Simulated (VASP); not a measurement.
Write the native input for VASP 6.6.1 that does the following.

```
Task                   : single point
Functional             : PBEsol
Potentials or basis    : VASP PAW PBE potentials, release 64 (Mo_sv, S)
Cutoff                 : 520 eV
k mesh                 : 6 × 6 × 2
Occupations            : gaussian, width 0.01 eV
Spin                   : no spin polarisation
Dipole correction      : no
Further INCAR settings : ALGO = Normal; EDIFF = 1e-06; NBANDS = 35
```

The structure of MoS2 lies in POSCAR:

```
MoS2
1.0
    3.1414615300      0.0000000000      0.0000000000
   -1.5707307650      2.7205854900      0.0000000000
    0.0000000000      0.0000000000     12.5725150737
Mo S
2 4
Direct
    0.3333333333      0.6666666667      0.2500000000
    0.6666666667      0.3333333333      0.7500000000
    0.3333333333      0.6666666667      0.6260021298
    0.6666666667      0.3333333333      0.1260021298
    0.3333333333      0.6666666667      0.8739978702
    0.6666666667      0.3333333333      0.3739978702
```

One way to write it, as run:

INCAR

```
ALGO     = Normal         # electronic algorithm
EDIFF    = 1E-6           # SCF threshold, eV
ENCUT    = 520            # plane-wave cutoff, eV
GGA      = PS             # functional
ISIF     = 2              # what is computed and relaxed
ISMEAR   = 0              # smearing method
LASPH    = True           # aspherical terms in the spheres
LCHARG   = False          # write CHGCAR
LREAL    = False          # projectors in reciprocal space
LWAVE    = False          # write WAVECAR
NBANDS   = 35             # bands
NELM     = 100            # most SCF steps
PREC     = Accurate       # precision mode
SIGMA    = 0.01           # smearing width, eV
```

KPOINTS

```
k-points
0
Gamma
  6 6 2
```

Potentials or basis: VASP PAW PBE potentials, release 64 (Mo_sv, S).

Command:

```sh
$ cat potpaw_PBE.64/Mo_sv/POTCAR potpaw_PBE.64/S/POTCAR > POTCAR
$ mpirun -np 1 vasp_std > vasp.out
```

Results of the run:

```json
{"Pressure": "0.0 GPa", "Largest force": "0.006 eV/Å", "Band gap on the k mesh": "0.99 eV (least direct gap 1.74 eV)"}
```

Caveat: the PAW data sets were made with another functional, which shifts forces and pressure a little; this functional lacks dispersion, which binds layers or chains, so the pressure and a relaxed spacing across them are unreliable.

Wall time 21 s on 1 thread of Intel(R) Xeon(R) 6975P-C (Granite Rapids) (shared host), peak memory 0.23 GiB.
